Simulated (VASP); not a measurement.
# TiO (P-6m2) in VASP: notebook

Runs on TiO. Level: r2SCAN. Tasks: single point.

Everything below comes from runs of VASP 6.6.1. Logs are shortened: lines on timing, memory, paths and dates and some standing lists are left out, and cuts for length are marked.

## (1) The cell of the first run

Symmetry: P-6m2, No. 187, hexagonal system. Conventional cell: a = 3.031 Å, b = 3.031 Å, c = 3.238 Å, α = 90.00°, β = 90.00°, γ = 120.00°. Ti (site symmetry -6m2) has 6 O at 2.38 Å and 6 Ti at 3.03 Å within 3.1 Å. O (site symmetry -6m2) has 6 Ti at 2.38 Å and 6 O at 3.03 Å within 3.1 Å.

## (2) Single point, r2SCAN

The input, POSCAR:

```
TiO
1.0
    3.0309987015      0.0000000000      0.0000000000
   -1.5154993507      2.6249218743      0.0000000000
    0.0000000000      0.0000000000      3.2377000000
Ti O
1 1
Direct
    0.6666666667      0.3333333333      0.0000000000
    0.0000000000      0.0000000000      0.5000000000
```

The input, INCAR.step1:

```
ALGO = Normal ; EDIFF = 1E-4
ENCUT = 520 ; GGA = PE
ISMEAR = 0 ; LASPH = True
LCHARG = False ; LREAL = False
LWAVE = True ; NBANDS = 16
NELM = 100 ; PREC = Accurate
SIGMA = 0.01
```

The input, INCAR.step2:

```
ALGO = Normal ; EDIFF = 1E-6
ENCUT = 520 ; ISIF = 2
ISMEAR = 0 ; ISTART = 1
LASPH = True ; LCHARG = False
LMIXTAU = True ; LREAL = False
LWAVE = False ; METAGGA = R2SCAN
NBANDS = 16 ; NELM = 100
PREC = Accurate ; SIGMA = 0.01
```

The input, KPOINTS:

```
k-points
0
Gamma
  12 12 10
```

Potentials or basis: VASP PAW PBE potentials, release 64 (Ti_sv, O).

Run with:

```bash
$ cat potpaw_PBE.64/Ti_sv/POTCAR potpaw_PBE.64/O/POTCAR > POTCAR
$ cp INCAR.step1 INCAR
$ mpirun -np 1 vasp_std > vasp.out
$ cp INCAR.step2 INCAR
$ mpirun -np 1 vasp_std > vasp.out
```

OUTCAR:

```text
EDIFF = 1E-6
   ENCUT = 520
   ISIF = 2
   ISMEAR = 0
   ISTART = 1
   LASPH = True
   LREAL = False
   METAGGA = R2SCAN
   NELM = 100
   PREC = Accurate

 ion  position               nearest neighbor table
   1  0.667  0.333  0.000-   2 2.38   2 2.38   2 2.38   2 2.38   2 2.38   2 2.38
   2  0.000  0.000  0.500-   1 2.38   1 2.38   1 2.38   1 2.38   1 2.38   1 2.38

  LATTYP: Found a hexagonal cell.
 ALAT       =     3.0309987015
 C/A-ratio  =     1.0681957727

  Lattice vectors:

 A1 = (   3.0309987015,   0.0000000000,   0.0000000000)
 A2 = (  -1.5154993507,   2.6249218743,   0.0000000000)
 A3 = (   0.0000000000,   0.0000000000,   3.2377000000)

Analysis of symmetry for initial positions (statically):
=====================================================================
 Subroutine PRICEL returns:
 Original cell was already a primitive cell.

 Routine SETGRP: Setting up the symmetry group for a
 hexagonal supercell.

 Subroutine GETGRP returns: Found 12 space group operations
 (whereof 12 operations were pure point group operations)
 out of a pool of 24 trial point group operations.

The static configuration has the point symmetry D_3h.

Analysis of symmetry for dynamics (positions and initial velocities):
=====================================================================
 Subroutine PRICEL returns:
 Original cell was already a primitive cell.

 Routine SETGRP: Setting up the symmetry group for a
 hexagonal supercell.

 Subroutine GETGRP returns: Found 12 space group operations
 (whereof 12 operations were pure point group operations)
 out of a pool of 24 trial point group operations.

The dynamic configuration has the point symmetry D_3h.

 Subroutine INISYM returns: Found 12 space group operations
 (whereof 12 operations are pure point group operations),
 and found     1 'primitive' translations

----------------------------------------------------------------------------------------

                                     Primitive cell

  volume of cell :      25.7596

  direct lattice vectors                    reciprocal lattice vectors
     3.030998702  0.000000000  0.000000000     0.329924259  0.190481860  0.000000000
    -1.515499351  2.624921874  0.000000000     0.000000000  0.380963719  0.000000000
     0.000000000  0.000000000  3.237700000     0.000000000  0.000000000  0.308861229

  length of vectors
     3.030998702  3.030998701  3.237700000     0.380963719  0.380963719  0.308861229

  position of ions in fractional coordinates (direct lattice)
     0.666666667  0.333333333  0.000000000
     0.000000000  0.000000000  0.500000000

  ion indices of the primitive-cell ions
   primitive index   ion index
                 1           1
                 2           2

----------------------------------------------------------------------------------------

 KPOINTS: k-points

Automatic generation of k-mesh.
 Grid dimensions read from file:
 generate k-points for:   12   12   10

 Generating k-lattice:

  Cartesian coordinates                     Fractional coordinates (reciprocal lattice)
     0.027493688  0.015873488  0.000000000     0.083333333  0.000000000  0.000000000
     0.000000000  0.031746977  0.000000000     0.000000000  0.083333333  0.000000000
     0.000000000  0.000000000  0.030886123     0.000000000  0.000000000  0.100000000

  Length of vectors
     0.031746977  0.031746977  0.030886123

  Shift w.r.t. Gamma in fractional coordinates (k-lattice)
     0.000000000  0.000000000  0.000000000

 Subroutine IBZKPT returns following result:
 ===========================================

 Found    114 irreducible k-points:

 Following reciprocal coordinates:
            Coordinates               Weight
  0.000000  0.000000  0.000000      1.000000
  0.083333  0.000000  0.000000      6.000000
  0.166667  0.000000  0.000000      6.000000
  0.250000  0.000000  0.000000      6.000000
  0.333333  0.000000  0.000000      6.000000
  0.416667  0.000000  0.000000      6.000000
[... 16 lines left out ...]
  0.250000  0.000000  0.100000     12.000000
  0.333333  0.000000  0.100000     12.000000
 [... further k-points ...]
   k-points           NKPTS =    114   k-points in BZ     NKDIM =    114   number of bands    NBANDS=     16
   number of dos      NEDOS =    301   number of ions     NIONS =      2
   total plane-waves  NPLWV =  13824
   dimension x,y,z NGX =    24 NGY =   24 NGZ =   24
   dimension x,y,z NGXF=    48 NGYF=   48 NGZF=   48
   ions per type =               1   1
   NGX,Y,Z   is equivalent  to a cutoff of  13.16, 13.16, 12.32 a.u.
   NGXF,Y,Z  is equivalent  to a cutoff of  26.33, 26.33, 24.65 a.u.
 SYSTEM =  unknown system
   PREC   = accura    normal or accurate (medium, high low for compatibility)
   ISTART =      1    job   : 0-new  1-cont  2-samecut
   ICHARG =      0    charge: 1-file 2-atom 10-const
   ISPIN  =      1    spin polarized calculation?
   LNONCOLLINEAR =      F non collinear calculations
   LSORBIT =      F    spin-orbit coupling
   LASPH  =      T    aspherical Exc in radial PAW
   ENCUT  =  520.0 eV  38.22 Ry    6.18 a.u.   5.64  5.64  6.02*2*pi/ulx,y,z
   NELM   =    100;   NELMIN=  2; NELMDL=  0     # of ELM steps
   EDIFF  = 0.1E-05   stopping-criterion for ELM
   LREAL  =      F    real-space projection
   EDIFFG = 0.1E-04   stopping-criterion for IOM
   NSW    =      0    number of steps for IOM
   IBRION =     -1    ionic relax: 0-MD 1-quasi-New 2-CG
   NFREE  =      0    steps in history (QN), initial steepest desc. (CG)
   ISIF   =      2    stress and relaxation
   ISYM   =      2    0-nonsym 1-usesym 2-fastsym
   POTIM  = 0.5000    time-step for ionic-motion
   TEBEG  =    0.0;   TEEND  =   0.0 temperature during run
   PSTRESS=    0.0 pullay stress
   NELECT =      18.0000    total number of electrons
   NUPDOWN=      -1.0000    fix difference up-down
   EMIN   =  10.00;   EMAX   =-10.00  energy-range for DOS
   EFERMI =   0.00;   METHOD = LEGACY
   ISMEAR =     0;   SIGMA  =   0.01  broadening in eV -4-tet -1-fermi 0-gaus
   EFERMI_NEDOS =   21; number of points for ismear=-14 and -15
   IALGO  =     38    algorithm
   IMIX   =      4    mixing-type and parameters
     AMIX     =   0.40;   BMIX     =  1.00
     AMIX_MAG =   1.60;   BMIX_MAG =  1.00
  volume/ion in A,a.u.               =      12.88        86.92
  Fermi-wavevector in a.u.,A,eV,Ry     =   1.452734  2.745269 28.714224  2.110436
  Thomas-Fermi vector in A             =   2.570082
   LORBIT       =      0    0 simple, 1 ext, 2 COOP (PROOUT), +10 PAW based schemes
   METAGGA = R2SCAN    functional components
   LHFCALC =     F    Hartree Fock is set to
   AEXX    =    0.0000 exact exchange contribution
   IVDW    =     0    specifies the selected vdW correction
   LEPSILON=     F    determine dielectric tensor
   LRPA    =     F    only Hartree local field effects (RPA)
 non-spin polarized calculation
 Gauss-broadening in eV      SIGMA  =   0.01
  energy-cutoff  :      520.00
  volume of cell :       25.76
 maximum number of plane-waves:       721
 NGX is ok and might be reduce to    24
   NGX = 11   NGY = 11   NGZ = 13

 number of electron      18.0000004 magnetization

 Free energy of the ion-electron system (eV)
  ---------------------------------------------------
  ext. energy  EPLUGINS =         0.00000000
  ---------------------------------------------------
  free energy    TOTEN  =       -23.29215300 eV

  energy without entropy =      -23.29215300  energy(sigma->0) =      -23.29215300

 E-fermi :   7.6436     XC(G=0): -11.9796

 val. band max:        7.5148139342   @ k =   0.0000   0.0000   0.5000
 cond. band min:       7.6842009559   @ k =   0.0000   0.0000   0.5000
 fundamental gap:      0.1693870217
 Fermi energy:         7.6435959418

 k-point     1 :       0.0000    0.0000    0.0000
  band No.  band energies     occupation
      1     -52.8742      2.00000
      2     -28.0959      2.00000
      3     -27.8151      2.00000
      4     -27.8151      2.00000
      5     -13.2889      2.00000
      6       2.8639      2.00000
[... 8 lines left out ...]
     15      20.6370      0.00000
     16      22.6593      0.00000

 k-point     2 :       0.0833    0.0000    0.0000
  band No.  band energies     occupation
      1     -52.8709      2.00000
      2     -28.0926      2.00000
      3     -27.8400      2.00000
      4     -27.8206      2.00000
      5     -13.2420      2.00000
      6       2.8219      2.00000
[... 8 lines left out ...]
     15      20.6469      0.00000
     16      22.5727      0.00000

 k-point     3 :       0.1667    0.0000    0.0000
  band No.  band energies     occupation
      1     -52.8617      2.00000
      2     -28.0838      2.00000
      3     -27.9077      2.00000
      4     -27.8356      2.00000
      5     -13.1135      2.00000
      6       2.5143      2.00000
[... 8 lines left out ...]
     15      20.5802      0.00000
     16      22.1531      0.00000

 k-point     4 :       0.2500    0.0000    0.0000
  band No.  band energies     occupation
      1     -52.8493      2.00000
      2     -28.0717      2.00000
      3     -27.9990      2.00000
      4     -27.8561      2.00000
      5     -12.9345      2.00000
      6       1.7639      2.00000
[... 8 lines left out ...]
     15      19.9270      0.00000
     16      21.4835      0.00000
[... 324 lines left out ...]
 k-point    22 :       0.1667    0.0000    0.1000
  band No.  band energies     occupation
      1     -52.8607      2.00000
      2     -28.0982      2.00000
      3     -27.9060      2.00000
      4     -27.8346      2.00000
      5     -13.0793      2.00000
      6       2.2819      2.00000
[... 8 lines left out ...]
     15      20.2111      0.00000
     16      21.6001      0.00000

 k-point    23 :       0.2500    0.0000    0.1000
  band No.  band energies     occupation
      1     -52.8482      2.00000
      2     -28.0854      2.00000
      3     -27.9967      2.00000
      4     -27.8550      2.00000
      5     -12.9105      2.00000
      6       1.7744      2.00000
[... 8 lines left out ...]
     15      19.9815      0.00000
     16      20.5864      0.00000

 k-point    24 :       0.3333    0.0000    0.1000
  band No.  band energies     occupation
      1     -52.8357      2.00000
      2     -28.0877      2.00000
      3     -28.0710      2.00000
      4     -27.8753      2.00000
      5     -12.7375      2.00000
      6       1.1690      2.00000
[... 8 lines left out ...]
     15      18.5953      0.00000
     16      20.7741      0.00000

 [... further k-points ...]
[... 5 lines left out ...]
  --------------------------------------------------------------------------------------
  -------------------------------------------------------------------------------------
  Total       -5.1712190     -5.1712190     -8.5597961     -0.0000000     -0.0000000      0.0000000
  in kB     -321.6360901   -321.6360901   -532.3965893     -0.0000000     -0.0000000      0.0000000
  external PRESSURE =    -391.8895898 kB  Pullay stress =       0.0000000 kB

 VOLUME and BASIS-vectors are now :
 -----------------------------------------------------------------------------
  energy-cutoff  :      520.00
  volume of cell :       25.76
      direct lattice vectors                 reciprocal lattice vectors
     3.030998702  0.000000000  0.000000000     0.329924259  0.190481860  0.000000000
    -1.515499351  2.624921874  0.000000000     0.000000000  0.380963719  0.000000000
     0.000000000  0.000000000  3.237700000     0.000000000  0.000000000  0.308861229

 POSITION                                       TOTAL-FORCE (eV/Angst)
 -----------------------------------------------------------------------------------
      1.51550      0.87497      0.00000         0.000000      0.000000      0.000000
      0.00000      0.00000      1.61885        -0.000000      0.000000      0.000000
 -----------------------------------------------------------------------------------
    total drift:                               -0.000001      0.000000      0.000000

  FREE ENERGIE OF THE ION-ELECTRON SYSTEM (eV)
  ---------------------------------------------------
  free  energy   TOTEN  =       -23.2921530042 eV

  energy  without entropy=      -23.2921530042  energy(sigma->0) =      -23.29215300
```

Wall time 3.4 min (1 thread of Intel Xeon 8259CL, shared host); peak memory 0.18 GiB.

Results:

```
Free energy            : -23.2922 eV
Pressure               : -39.2 GPa
Band gap on the k mesh : 0.17 eV
```

Caveat: the cell stands under tension; the PAW data sets were made with another functional, which shifts forces and pressure a little. A k mesh can miss the band edges.

## (3) Single point, r2SCAN

POSCAR is that of step 2.

The input, INCAR.step1:

```
SYSTEM = TiO
  ALGO = Normal
  EDIFF = 1E-4
  ENCUT = 520
  GGA = PE
  ISMEAR = 0
  LASPH = .True.
  LCHARG = .False.
  LREAL = .False.
  LWAVE = .True.
  NBANDS = 16
  NELM = 80
  PREC = Accurate
  SIGMA = 0.01
```

The input, INCAR.step2:

```
SYSTEM = TiO
  ALGO = Normal
  EDIFF = 1E-6
  ENCUT = 520
  ISIF = 2
  ISMEAR = 0
  ISTART = 1
  LASPH = .True.
  LCHARG = .False.
  LMIXTAU = .True.
  LREAL = .False.
  LWAVE = .False.
  METAGGA = R2SCAN
  NBANDS = 16
  NELM = 80
  PREC = Accurate
  SIGMA = 0.01
```

The input, KPOINTS:

```
k-points
0
Gamma
  12 12 12
  0 0 0
```

Potentials or basis: VASP PAW PBE potentials, release 64 (Ti_sv, O).

Run with:

```bash
$ cat potpaw_PBE.64/Ti_sv/POTCAR potpaw_PBE.64/O/POTCAR > POTCAR
$ cp INCAR.step1 INCAR
$ mpirun -np 1 vasp_std > vasp.out
$ cp INCAR.step2 INCAR
$ mpirun -np 1 vasp_std > vasp.out
```

OUTCAR:

```text
SYSTEM = TiO
   EDIFF = 1E-6
   ENCUT = 520
   ISIF = 2
   ISMEAR = 0
   ISTART = 1
   LASPH = .True.
   LREAL = .False.
   METAGGA = R2SCAN
   NELM = 80
   PREC = Accurate

 ion  position               nearest neighbor table
   1  0.667  0.333  0.000-   2 2.38   2 2.38   2 2.38   2 2.38   2 2.38   2 2.38
   2  0.000  0.000  0.500-   1 2.38   1 2.38   1 2.38   1 2.38   1 2.38   1 2.38

  LATTYP: Found a hexagonal cell.
 ALAT       =     3.0309987015
 C/A-ratio  =     1.0681957727

  Lattice vectors:

 A1 = (   3.0309987015,   0.0000000000,   0.0000000000)
 A2 = (  -1.5154993507,   2.6249218743,   0.0000000000)
 A3 = (   0.0000000000,   0.0000000000,   3.2377000000)

Analysis of symmetry for initial positions (statically):
=====================================================================
 Subroutine PRICEL returns:
 Original cell was already a primitive cell.

 Routine SETGRP: Setting up the symmetry group for a
 hexagonal supercell.

 Subroutine GETGRP returns: Found 12 space group operations
 (whereof 12 operations were pure point group operations)
 out of a pool of 24 trial point group operations.

[... 157 lines left out ...]
  ext. energy  EPLUGINS =         0.00000000
  ---------------------------------------------------
  free energy    TOTEN  =       -23.29214621 eV

  energy without entropy =      -23.29214621  energy(sigma->0) =      -23.29214621

 E-fermi :   7.6436     XC(G=0): -11.9796

 val. band max:        7.5148186210   @ k =   0.0000   0.0000   0.5000
 cond. band min:       7.6841996259   @ k =   0.0000   0.0000   0.5000
 fundamental gap:      0.1693810048
 Fermi energy:         7.6435980220

 k-point     1 :       0.0000    0.0000    0.0000
  band No.  band energies     occupation
      1     -52.8742      2.00000
      2     -28.0959      2.00000
      3     -27.8151      2.00000
      4     -27.8151      2.00000
      5     -13.2889      2.00000
      6       2.8639      2.00000
[... 433 lines left out ...]
      3     -28.0677      2.00000
      4     -27.8757      2.00000
      5     -12.7416      2.00000
      6       1.1579      2.00000
[... 8 lines left out ...]
     15      18.6007      0.00000
     16      20.9273      0.00000

 [... further k-points ...]
[... 5 lines left out ...]
  --------------------------------------------------------------------------------------
  -------------------------------------------------------------------------------------
  Total       -5.1713916     -5.1713916     -8.5597732     -0.0000000      0.0000000      0.0000000
  in kB     -321.6468238   -321.6468238   -532.3951656     -0.0000000      0.0000000      0.0000000
  external PRESSURE =    -391.8962711 kB  Pullay stress =       0.0000000 kB

 VOLUME and BASIS-vectors are now :
 -----------------------------------------------------------------------------
  energy-cutoff  :      520.00
  volume of cell :       25.76
      direct lattice vectors                 reciprocal lattice vectors
     3.030998702  0.000000000  0.000000000     0.329924259  0.190481860  0.000000000
    -1.515499351  2.624921874  0.000000000     0.000000000  0.380963719  0.000000000
     0.000000000  0.000000000  3.237700000     0.000000000  0.000000000  0.308861229

 POSITION                                       TOTAL-FORCE (eV/Angst)
 -----------------------------------------------------------------------------------
      1.51550      0.87497      0.00000         0.000000     -0.000000      0.000000
      0.00000      0.00000      1.61885        -0.000000      0.000000      0.000000
 -----------------------------------------------------------------------------------
    total drift:                               -0.000001      0.000000      0.000000

  FREE ENERGIE OF THE ION-ELECTRON SYSTEM (eV)
  ---------------------------------------------------
  free  energy   TOTEN  =       -23.2921462074 eV

  energy  without entropy=      -23.2921462074  energy(sigma->0) =      -23.29214621
```

OSZICAR.step1:

```text
N       E                     dE             d eps       ncg     rms          rms(c)
DAV:   1     0.167001879054E+03    0.16700E+03   -0.97415E+03  4264   0.134E+03
DAV:   2    -0.539760050885E+01   -0.17240E+03   -0.16420E+03  4632   0.365E+02
DAV:   3    -0.201702639579E+02   -0.14773E+02   -0.14687E+02  7784   0.995E+01
DAV:   4    -0.204546757264E+02   -0.28441E+00   -0.28434E+00  4600   0.125E+01
DAV:   5    -0.204599352876E+02   -0.52596E-02   -0.52595E-02  5672   0.146E+00    0.120E+01
DAV:   6    -0.173604693638E+02    0.30995E+01   -0.16501E+01  5816   0.413E+01    0.683E+00
DAV:   7    -0.168635537835E+02    0.49692E+00   -0.19529E+00  5728   0.162E+01    0.234E+00
DAV:   8    -0.168191085806E+02    0.44445E-01   -0.49975E-01  5328   0.727E+00    0.116E+00
DAV:   9    -0.168024639888E+02    0.16645E-01   -0.12432E-01  4888   0.430E+00    0.491E-01
DAV:  10    -0.168010174292E+02    0.14466E-02   -0.12593E-02  6360   0.122E+00    0.141E-01
DAV:  11    -0.168006807996E+02    0.33663E-03   -0.13107E-03  5000   0.411E-01    0.486E-02
DAV:  12    -0.168006751557E+02    0.56439E-05   -0.67170E-05  3096   0.828E-02
   1 F= -.16800675E+02 E0= -.16800675E+02  d E =-.280067E-07
```

It took 3.5 min on 1 thread of Intel Xeon 8259CL, shared host; peak memory 0.19 GiB.

What came out:

- Free energy: -23.2921 eV
- Pressure: -39.2 GPa
- Band gap on the k mesh: 0.17 eV

Stress tensor (GPa, compression positive):
```
-32.16   0.00   0.00
  0.00 -32.16   0.00
  0.00   0.00 -53.24
```

Caveat: the cell stands under tension; the PAW data sets were made with another functional, which shifts forces and pressure a little. A k mesh can miss the band edges.

[end of part 1 of 2]
